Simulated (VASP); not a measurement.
# Ni3Ge in VASP: a series of runs

Runs on Ni3Ge. Level: PBEsol. Tasks: single point.

Program: VASP 6.6.1. These are calculated values, not measurements. Logs are shortened: lines on timing, memory, paths and dates and some standing lists are left out, and cuts for length are marked.

**1. The cell of the first run**

The typed cell holds 4 atoms: a = 3.525 Å, b = 3.525 Å, c = 3.525 Å, α = 90.00°, β = 90.00°, γ = 90.00°.

**2. Single point, PBEsol**

Contents of INCAR:

```
  ALGO = Fast
  EDIFF = 1E-7
  ENCUT = 520
  GGA = PS
  ISIF = 2
  ISMEAR = 0
  LASPH = T
  LCHARG = T
  LELF = T
  LREAL = F
  LVHAR = T
  LWAVE = F
  NBANDS = 30
  NELM = 80
  PREC = Accurate
  SIGMA = 0.1
```

Contents of KPOINTS:

```
k-points
0
Gamma
  6 6 6
```

Contents of POSCAR:

```
Ni3Ge
1.0
    3.5254423469      0.0000448347     -0.0000309069
    0.0000448347      3.5252018210     -0.0001460387
   -0.0000309069     -0.0001460387      3.5248956472
Ni Ge
3 1
Direct
    0.4924546066     -0.0227342531      0.4792824909
   -0.0075435320      0.4772687553      0.4792909723
    0.4924654357      0.4772702465     -0.0207083965
   -0.0075333926     -0.0227321135     -0.0207080565
```

Potentials or basis: VASP PAW PBE potentials, release 64 (Ni, Ge_d).

On the command line:

```
$ cat potpaw_PBE.64/Ni/POTCAR potpaw_PBE.64/Ge_d/POTCAR > POTCAR
$ mpirun -np 1 vasp_std > vasp.out
```

OUTCAR:

```text
EDIFF = 1E-7
   ENCUT = 520
   GGA = PS
   ISIF = 2
   ISMEAR = 0
   LASPH = T
   LREAL = F
   NELM = 80
   PREC = Accurate

 ion  position               nearest neighbor table
   1  0.492  0.977  0.479-   3 2.49   3 2.49   4 2.49   3 2.49   4 2.49   4 2.49   3 2.49   4 2.49
                             2 2.49   2 2.49   2 2.49   2 2.49
   2  0.992  0.477  0.479-   4 2.49   4 2.49   3 2.49   3 2.49   3 2.49   4 2.49   4 2.49   3 2.49
                             1 2.49   1 2.49   1 2.49   1 2.49
   3  0.492  0.477  0.979-   1 2.49   1 2.49   2 2.49   2 2.49   2 2.49   1 2.49   1 2.49   2 2.49
                             4 2.49   4 2.49   4 2.49   4 2.49
   4  0.992  0.977  0.979-   2 2.49   2 2.49   1 2.49   2 2.49   1 2.49   2 2.49   1 2.49   1 2.49
                             3 2.49   3 2.49   3 2.49   3 2.49

  LATTYP: Found a simple monoclinic cell.
 ALAT       =     4.9849652026
 B/A-ratio  =     0.7072150364
 C/A-ratio  =     1.5811107287
 COS(beta)  =    -0.9486726899

  Lattice vectors:

 A1 = (   0.0000139278,   3.5250557823,   3.5247496085)
 A2 = (   3.5254423469,   0.0000448347,  -0.0000309069)
 A3 = (   0.0000169791,  -3.5249097436,  -7.0496452557)

Analysis of symmetry for initial positions (statically):
=====================================================================
 Subroutine PRICEL returns:
 Original cell was already a primitive cell.

 Routine SETGRP: Setting up the symmetry group for a
 simple monoclinic supercell.

 Subroutine GETGRP returns: Found  1 space group operations
 (whereof  1 operations were pure point group operations)
 out of a pool of  4 trial point group operations.

The static configuration has the point symmetry C_1 .

Analysis of symmetry for dynamics (positions and initial velocities):
=====================================================================
 Subroutine PRICEL returns:
 Original cell was already a primitive cell.

 Routine SETGRP: Setting up the symmetry group for a
 simple monoclinic supercell.

 Subroutine GETGRP returns: Found  1 space group operations
 (whereof  1 operations were pure point group operations)
 out of a pool of  4 trial point group operations.

The dynamic configuration has the point symmetry C_1 .

 Subroutine INISYM returns: Found  1 space group operations
 (whereof  1 operations are pure point group operations),
 and found     1 'primitive' translations

----------------------------------------------------------------------------------------

                                     Primitive cell

  volume of cell :      43.8070

  direct lattice vectors                    reciprocal lattice vectors
     3.525442347  0.000044835 -0.000030907     0.283652348 -0.000003607  0.000002487
     0.000044835  3.525201821 -0.000146039    -0.000003607  0.283671702  0.000011753
    -0.000030907 -0.000146039  3.524895647     0.000002487  0.000011753  0.283696342

  length of vectors
     3.525442347  3.525201824  3.524895650     0.283652348  0.283671703  0.283696342

  position of ions in fractional coordinates (direct lattice)
     0.492454607  0.977265747  0.479282491
     0.992456468  0.477268755  0.479290972
     0.492465436  0.477270246  0.979291604
     0.992466607  0.977267887  0.979291944

  ion indices of the primitive-cell ions
   primitive index   ion index
                 1           1
                 2           2
                 3           3
                 4           4

----------------------------------------------------------------------------------------

 KPOINTS: k-points

Automatic generation of k-mesh.
 Grid dimensions read from file:
 generate k-points for:    6    6    6

 Generating k-lattice:

  Cartesian coordinates                     Fractional coordinates (reciprocal lattice)
     0.047275391 -0.000000601  0.000000414     0.166666667  0.000000000 -0.000000000
    -0.000000601  0.047278617  0.000001959     0.000000000  0.166666667  0.000000000
     0.000000414  0.000001959  0.047282724     0.000000000  0.000000000  0.166666667

  Length of vectors
     0.047275391  0.047278617  0.047282724

  Shift w.r.t. Gamma in fractional coordinates (k-lattice)
     0.000000000  0.000000000  0.000000000

 Subroutine IBZKPT returns following result:
 ===========================================

 Found    112 irreducible k-points:

 Following reciprocal coordinates:
            Coordinates               Weight
  0.000000  0.000000  0.000000      1.000000
  0.166667  0.000000 -0.000000      2.000000
  0.333333  0.000000 -0.000000      2.000000
  0.500000  0.000000  0.000000      1.000000
 -0.000000  0.166667 -0.000000      2.000000
  0.166667  0.166667 -0.000000      2.000000
[... 16 lines left out ...]
  0.166667  0.000000 -0.166667      2.000000
  0.333333  0.000000  0.166667      2.000000
 [... further k-points ...]
   k-points           NKPTS =    112   k-points in BZ     NKDIM =    112   number of bands    NBANDS=     30
   number of dos      NEDOS =    301   number of ions     NIONS =      4
   total plane-waves  NPLWV =  21952
   dimension x,y,z NGX =    28 NGY =   28 NGZ =   28
   dimension x,y,z NGXF=    56 NGYF=   56 NGZF=   56
   ions per type =               3   1
   NGX,Y,Z   is equivalent  to a cutoff of  13.20, 13.20, 13.21 a.u.
   NGXF,Y,Z  is equivalent  to a cutoff of  26.41, 26.41, 26.41 a.u.
 SYSTEM =  unknown system
   PREC   = accura    normal or accurate (medium, high low for compatibility)
   ISTART =      0    job   : 0-new  1-cont  2-samecut
   ICHARG =      2    charge: 1-file 2-atom 10-const
   ISPIN  =      1    spin polarized calculation?
   LNONCOLLINEAR =      F non collinear calculations
   LSORBIT =      F    spin-orbit coupling
   LASPH  =      T    aspherical Exc in radial PAW
   ENCUT  =  520.0 eV  38.22 Ry    6.18 a.u.   6.55  6.55  6.55*2*pi/ulx,y,z
   NELM   =     80;   NELMIN=  2; NELMDL= -5     # of ELM steps
   EDIFF  = 0.1E-06   stopping-criterion for ELM
   LREAL  =      F    real-space projection
   EDIFFG = 0.1E-05   stopping-criterion for IOM
   NSW    =      0    number of steps for IOM
   IBRION =     -1    ionic relax: 0-MD 1-quasi-New 2-CG
   NFREE  =      0    steps in history (QN), initial steepest desc. (CG)
   ISIF   =      2    stress and relaxation
   ISYM   =      2    0-nonsym 1-usesym 2-fastsym
   POTIM  = 0.5000    time-step for ionic-motion
   TEBEG  =    0.0;   TEEND  =   0.0 temperature during run
   PSTRESS=    0.0 pullay stress
   NELECT =      44.0000    total number of electrons
   NUPDOWN=      -1.0000    fix difference up-down
   EMIN   =  10.00;   EMAX   =-10.00  energy-range for DOS
   EFERMI =   0.00;   METHOD = LEGACY
   ISMEAR =     0;   SIGMA  =   0.10  broadening in eV -4-tet -1-fermi 0-gaus
   EFERMI_NEDOS =   21; number of points for ismear=-14 and -15
   IALGO  =     68    algorithm
   IMIX   =      4    mixing-type and parameters
     AMIX     =   0.40;   BMIX     =  1.00
     AMIX_MAG =   1.60;   BMIX_MAG =  1.00
  volume/ion in A,a.u.               =      10.95        73.91
  Fermi-wavevector in a.u.,A,eV,Ry     =   1.639499  3.098203 36.571866  2.687956
  Thomas-Fermi vector in A             =   2.730294
   LORBIT       =      0    0 simple, 1 ext, 2 COOP (PROOUT), +10 PAW based schemes
   GGA     = PS    functional components
   LHFCALC =     F    Hartree Fock is set to
   AEXX    =    0.0000 exact exchange contribution
   IVDW    =     0    specifies the selected vdW correction
   LEPSILON=     F    determine dielectric tensor
   LRPA    =     F    only Hartree local field effects (RPA)
 non-spin polarized calculation
 RMM-DIIS sequential band-by-band and
 Gauss-broadening in eV      SIGMA  =   0.10
  energy-cutoff  :      520.00
  volume of cell :       43.81
 maximum number of plane-waves:      1208
 NGX is ok and might be reduce to    28
   NGX = 13   NGY = 13   NGZ = 13

 number of electron      44.0000006 magnetization

 Free energy of the ion-electron system (eV)
  ---------------------------------------------------
  ext. energy  EPLUGINS =         0.00000000
  ---------------------------------------------------
  free energy    TOTEN  =       -24.74434304 eV

  energy without entropy =      -24.73559200  energy(sigma->0) =      -24.73996752

 E-fermi :  10.2696     XC(G=0): -13.6760

 val. band max:       10.2422877208   @ k =   0.3333   0.5000   0.5000
 cond. band min:      10.2880644452   @ k =   0.0000   0.0000   0.0000
 fundamental gap:      0.0457767244
 Fermi energy:        10.2695975047

 k-point     1 :       0.0000    0.0000    0.0000
  band No.  band energies     occupation
      1     -14.3245      2.00000
      2     -14.3245      2.00000
      3     -14.3095      2.00000
      4     -14.3095      2.00000
      5     -14.3094      2.00000
      6      -2.3333      2.00000
[... 22 lines left out ...]
     29      20.8262      0.00000
     30      20.8279      0.00000

 k-point     2 :       0.1667    0.0000   -0.0000
  band No.  band energies     occupation
      1     -14.3233      2.00000
      2     -14.3176      2.00000
      3     -14.3096      2.00000
      4     -14.3096      2.00000
      5     -14.3092      2.00000
      6      -2.0207      2.00000
[... 22 lines left out ...]
     29      19.9719      0.00000
     30      20.1227      0.00000

 k-point     3 :       0.3333    0.0000   -0.0000
  band No.  band energies     occupation
      1     -14.3210      2.00000
      2     -14.3098      2.00000
      3     -14.3098      2.00000
      4     -14.3085      2.00000
      5     -14.3040      2.00000
      6      -1.1689      2.00000
[... 22 lines left out ...]
     29      18.3235      0.00000
     30      21.1330      0.00000

 k-point     4 :       0.5000    0.0000    0.0000
  band No.  band energies     occupation
      1     -14.3199      2.00000
      2     -14.3100      2.00000
      3     -14.3099      2.00000
      4     -14.3082      2.00000
      5     -14.2971      2.00000
      6      -0.4479      2.00000
[... 22 lines left out ...]
     29      17.9032      0.00000
     30      20.5249      0.00000

 k-point     5 :      -0.0000    0.1667   -0.0000
  band No.  band energies     occupation
      1     -14.3233      2.00000
      2     -14.3176      2.00000
      3     -14.3096      2.00000
      4     -14.3096      2.00000
      5     -14.3091      2.00000
      6      -2.0207      2.00000
[... 22 lines left out ...]
     29      19.9726      0.00000
     30      20.1232      0.00000
[... 526 lines left out ...]
     29      19.9722      0.00000
     30      20.1236      0.00000

 k-point    22 :       0.1667    0.0000    0.1667
  band No.  band energies     occupation
      1     -14.3198      2.00000
      2     -14.3137      2.00000
      3     -14.3103      2.00000
      4     -14.3094      2.00000
      5     -14.3092      2.00000
      6      -1.7154      2.00000
[... 22 lines left out ...]
     29      19.9743      0.00000
     30      21.3365      0.00000

 k-point    23 :       0.1667    0.0000   -0.1667
  band No.  band energies     occupation
      1     -14.3198      2.00000
      2     -14.3137      2.00000
      3     -14.3103      2.00000
      4     -14.3094      2.00000
      5     -14.3092      2.00000
      6      -1.7154      2.00000
[... 22 lines left out ...]
     29      19.9742      0.00000
     30      21.3317      0.00000

 k-point    24 :       0.3333    0.0000    0.1667
  band No.  band energies     occupation
      1     -14.3170      2.00000
      2     -14.3120      2.00000
      3     -14.3097      2.00000
      4     -14.3088      2.00000
      5     -14.3012      2.00000
      6      -0.8893      2.00000
[... 22 lines left out ...]
     29      19.6596      0.00000
     30      22.0775      0.00000

 [... further k-points ...]

------------------------ aborting loop because EDIFF is reached ----------------------------------------

  FORCE on cell =-STRESS in cart. coord.  units (eV):
  Direction    XX          YY          ZZ          XY          YZ          ZX
  --------------------------------------------------------------------------------------
  -------------------------------------------------------------------------------------
  Total        0.0593697      0.0630200      0.0671902     -0.0007124      0.0028547      0.0006800
  in kB        2.1713580      2.3048614      2.4573813     -0.0260536      0.1044066      0.0248684
  external PRESSURE =       2.3112002 kB  Pullay stress =       0.0000000 kB

 VOLUME and BASIS-vectors are now :
 -----------------------------------------------------------------------------
  energy-cutoff  :      520.00
  volume of cell :       43.81
      direct lattice vectors                 reciprocal lattice vectors
     3.525442347  0.000044835 -0.000030907     0.283652348 -0.000003607  0.000002487
     0.000044835  3.525201821 -0.000146039    -0.000003607  0.283671702  0.000011753
    -0.000030907 -0.000146039  3.524895647     0.000002487  0.000011753  0.283696342

 POSITION                                       TOTAL-FORCE (eV/Angst)
 -----------------------------------------------------------------------------------
      1.73615      3.44501      1.68926         0.000247      0.000367      0.000513
      3.49885      1.68244      1.68935         0.000183      0.000134      0.000255
      1.73615      1.68235      3.45182        -0.000082      0.000089      0.000030
      3.49890      3.44497      3.45173        -0.000348     -0.000590     -0.000798
 -----------------------------------------------------------------------------------
    total drift:                               -0.000222     -0.000509     -0.000505

  FREE ENERGIE OF THE ION-ELECTRON SYSTEM (eV)
  ---------------------------------------------------
  free  energy   TOTEN  =       -24.7443430428 eV

  energy  without entropy=      -24.7355919964  energy(sigma->0) =      -24.73996752
```

It took 4.9 min on 1 thread of Intel Xeon Platinum 8175M at 2.50GHz (Skylake/Cascade Lake), shared host; peak memory 0.25 GiB.

Results:

```yaml
Free_energy: -24.7443 eV
Pressure: 0.2 GPa
Band_gap_on_the_k_mesh: zero (band 22 reaches 10.29 eV, above the bottom of band 23 at 10.06 eV)
```

Levels at points of the mesh, in eV from the Fermi level:
| k point | band 20 | band 21 | band 22 | band 23 | band 24 | band 25 |
| --- | --- | --- | --- | --- | --- | --- |
| (0.00, 0.00, 0.00) | -0.59 | -0.30 | 0.02 | 0.02 | 0.02 | 3.99 |
| (0.50, 0.00, 0.00) | -1.16 | -0.55 | 0.02 | 3.63 | 3.63 | 4.70 |
| (0.00, 0.50, 0.00) | -1.16 | -0.55 | 0.02 | 3.63 | 3.63 | 4.70 |
| (0.50, 0.50, 0.00) | -1.12 | -0.96 | -0.95 | 0.63 | 0.63 | 5.73 |
| (0.00, 0.00, 0.50) | -1.16 | -0.55 | 0.02 | 3.63 | 3.63 | 4.70 |
| (0.50, 0.00, 0.50) | -1.12 | -0.96 | -0.95 | 0.63 | 0.63 | 5.73 |
| (0.00, 0.50, 0.50) | -1.12 | -0.96 | -0.95 | 0.63 | 0.63 | 5.73 |
| (0.50, 0.50, 0.50) | -1.18 | -0.55 | -0.21 | -0.21 | -0.21 | 0.70 |

Caveat: the PAW data sets were made with another functional, which shifts forces and pressure a little.

**3. Single point, PBEsol**

This run uses another cell than the first one, of 11.00 Å³/atom, 1.004 times its volume.

Contents of INCAR:

```
SYSTEM = Ni3Ge
PREC     = Accurate       ! precision mode
ENCUT    = 520            ! plane-wave cutoff, eV
EDIFF    = 1E-7           ! SCF threshold, eV
ISMEAR   = 0              ! smearing method
SIGMA    = 0.1            ! smearing width, eV
LREAL    = .False.        ! projectors in reciprocal space
LASPH    = .True.         ! aspherical terms in the spheres
NELM     = 80             ! most SCF steps
ALGO     = Fast           ! electronic algorithm
ISIF     = 2              ! what is computed and relaxed
LWAVE    = .False.        ! write WAVECAR
LCHARG   = .False.        ! write CHGCAR
GGA      = PS             ! functional
NBANDS   = 30             ! bands
```

Contents of KPOINTS:

```
regular mesh
0
Gamma
  12 12 12
  0 0 0
```

Contents of POSCAR:

```
Ni3Ge
1.0
    3.5303341067      0.0000000000      0.0000000000
    0.0000000000      3.5303341067      0.0000000000
    0.0000000000      0.0000000000      3.5303341067
Ni Ge
3 1
Direct
    0.5000000000      0.0000000000      0.5000000000
    0.0000000000      0.5000000000      0.5000000000
    0.5000000000      0.5000000000      0.0000000000
    0.0000000000      0.0000000000      0.0000000000
```

Potentials or basis: VASP PAW PBE potentials, release 64 (Ni, Ge_d).

On the command line:

```
$ cat potpaw_PBE.64/Ni/POTCAR potpaw_PBE.64/Ge_d/POTCAR > POTCAR
$ mpirun -np 1 vasp_std > vasp.out
```

Run time: 3.8 min. Hardware: 1 thread of Intel Xeon Platinum 8175M at 2.50GHz (Skylake/Cascade Lake), shared host; peak memory 0.22 GiB.

It converged, with:

- Free energy: -24.7446 eV
- Pressure: -0.7 GPa
- Band gap on the k mesh: zero (band 22 reaches 10.22 eV, above the bottom of band 23 at 9.99 eV)

Levels at points of the mesh, in eV from the Fermi level:
```csv
k point,band 19,band 20,band 21,band 22,band 23,band 24,band 25,band 26
"(0.00, 0.00, 0.00)",-0.58,-0.58,-0.29,0.03,0.03,0.03,3.96,6.89
"(0.50, 0.00, 0.00)",-1.24,-1.14,-0.53,0.03,3.62,3.62,4.67,5.77
"(0.50, 0.50, 0.00)",-1.21,-1.11,-0.94,-0.93,0.63,0.63,5.72,6.46
"(0.50, 0.50, 0.50)",-1.17,-1.17,-0.53,-0.20,-0.20,-0.20,0.70,4.22
```

Caveat: the PAW data sets were made with another functional, which shifts forces and pressure a little. Spin polarisation is off, so any magnetic state and its effect on volume and gap are missing.
